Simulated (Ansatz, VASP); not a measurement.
**Two plane-wave programs on Co**

The input INCAR:

```
PREC = Accurate
ENCUT = 520
EDIFF = 1E-7
ISMEAR = 0
SIGMA = 0.03
LREAL = F
LASPH = T
NELM = 100
ALGO = Normal
ISIF = 2
LWAVE = F
LCHARG = T
GGA = PE
LELF = T
LVHAR = T
NBANDS = 16
```

The input KPOINTS:

```
regular mesh
0
Gamma
  15 15 8
```

File POSCAR:

```
Co
1.0
    2.4583936733      0.0000000000      0.0000000000
   -1.2291968366      2.1290313736      0.0000000000
    0.0000000000      0.0000000000      3.9606917934
Co
2
Direct
    0.3333333333      0.6666666667      0.2500000000
    0.6666666667      0.3333333333      0.7500000000
```

Input for Ansatz:

```yaml
crystal:
  lattice:
    - [2.4583936733, 0.0, 0.0]
    - [-1.2291968366, 2.1290313736, 0.0]
    - [0.0, 0.0, 3.9606917934]
  atoms:
    - { symbol: Co, position: [0.3333333333, 0.6666666667, 0.25] }
    - { symbol: Co, position: [0.6666666667, 0.3333333333, 0.75] }
hamiltonian:
  xc: pbe
  pseudopotentials:
    kind: paw
    azcp:
      Co: "pseudopotentials/Co.paw.azcp"
basis:
  ecutwfc: 420
  fft_grid_basis: typed
kpoints:
  mp_grid: { grid: [15, 15, 8], shift: [0, 0, 0] }
magnetization:
  spin_polarized: false
scf:
  occupations: { method: gaussian, width: 0.03 }
  lower_state_search: "off"
output:
  stress: true
  write_density: true
  write_potential: true
  elf: true
  volumetric_format: npy
```

Alike in both runs: task single point; functional PBE; k mesh 15 × 15 × 8; occupations gaussian, width 0.03 eV; no spin polarisation.

```csv
,VASP,Ansatz
version,VASP 6.6.1,Ansatz 0.2.0
potentials or method,"VASP PAW PBE potentials, release 64 (Co), cutoff 520 eV","plane waves (420 eV) with PAW, scalar-relativistic"
valence electrons in the cell,18,34
```

```tsv
	VASP	Ansatz	Ansatz less VASP
pressure (GPa)	-1.9	-1.1	+0.78
traceless stress, the component that is largest in VASP (GPa)	-0.07	0.00	+0.076
```

With one functional, cell and mesh, what is left measures potentials, basis and numerics. VASP's potentials hold 18 valence electrons a cell and Ansatz's 34, so a difference there can come from the potentials and not from the codes.
